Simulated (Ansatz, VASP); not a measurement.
## AlN in VASP and in Ansatz

```
Al N
1.0
     3.27571    0.00000    0.00000
    -1.63786    2.83685    0.00000
     0.00000    0.00000    4.10049
Al N
2 2
Direct
  0.33333 0.66667 0.00000
  0.66667 0.33333 0.50000
  0.33333 0.66667 0.50000
  0.66667 0.33333 0.00000
```

Alike in both runs: functional LDA; k mesh 9 × 9 × 6; occupations gaussian, width 0.02 eV; no spin polarisation.

Ansatz relaxed the structure, and its values are those at the end. VASP's run is a single point on that final structure, the one shown.

|  | VASP | Ansatz |
| --- | --- | --- |
| version | VASP 6.6.1 | Ansatz 0.2.0 |
| potentials or method | VASP PAW LDA potentials, release 64 (Al, N), cutoff 600 eV | scalar-relativistic, plane waves, PAW |
| valence electrons in the cell | 16 | 16 |

```csv
,VASP,Ansatz,Ansatz less VASP
gap on the k mesh at the Fermi level (eV),3.63,3.62,-0.010
least direct gap on the mesh (eV),3.63,3.62,-0.010
pressure (GPa),0.5,0.0,-0.54
```

Ansatz warns that its potentials were made for another functional, while VASP's fit it. LDA's correlation is that of Perdew and Zunger in VASP and of Perdew and Wang (1992) in Ansatz.
